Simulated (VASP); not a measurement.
Al3B2As: single point with PBE

Al3B2As:

```xyz
6
Lattice="6.5074 0.0000 0.0000 -3.2537 5.6356 0.0000 0.0000 0.0000 2.8166" Properties=species:S:1:pos:R:3 pbc="T T T"
Al    4.1930    0.0000    1.4083
Al   -2.0965    3.6312    1.4083
Al    1.1572    2.0043    1.4083
B     0.0000    3.7570    1.4083
B     3.2537    1.8785    1.4083
As    0.0000    0.0000    0.0000
```

The cell was built from a structure type or drawn by symmetry, and may not be a known phase.

```yaml
Program: VASP 6.6.1
Task: single point
Functional: PBE
Potentials_or_basis: VASP PAW PBE potentials, release 64 (Al, B, As)
Cutoff: 520 eV
k_mesh: 6 × 6 × 14
Occupations: gaussian, width 0.1 eV
Spin: no spin polarisation
```

```json
{
  "Pressure": "0.0 GPa",
  "Largest force": "0.008 eV/Å",
  "Band gap on the k mesh": "zero (bands 10 and 11 overlap by 3.19 eV)"
}
```

Forces in eV/Å, atoms in the order of the input:
```
Al  -0.008  0.000  0.000
Al   0.004 -0.007  0.000
Al   0.004  0.007  0.000
B    0.000  0.000  0.000
B    0.000  0.000  0.000
As   0.000  0.000  0.000
```

Levels at points of the mesh, in eV from the Fermi level:
```tsv
k point	band 7	band 8	band 9	band 10	band 11	band 12	band 13	band 14
(0.00, 0.00, 0.00)	-4.06	-0.41	-0.41	1.79	4.15	4.55	4.55	5.38
(0.50, 0.00, 0.00)	-2.39	-1.84	-1.61	1.49	3.36	3.46	4.36	4.70
(0.00, 0.00, 0.50)	-2.38	-2.11	-2.11	-1.08	-0.66	-0.66	1.64	1.64
(0.50, 0.00, 0.50)	-2.42	-1.71	-0.89	-0.26	-0.24	0.37	1.25	2.30
```

It took 110 s on 1 thread of AMD EPYC 7R13, on a shared host, peak memory 0.26 GiB.
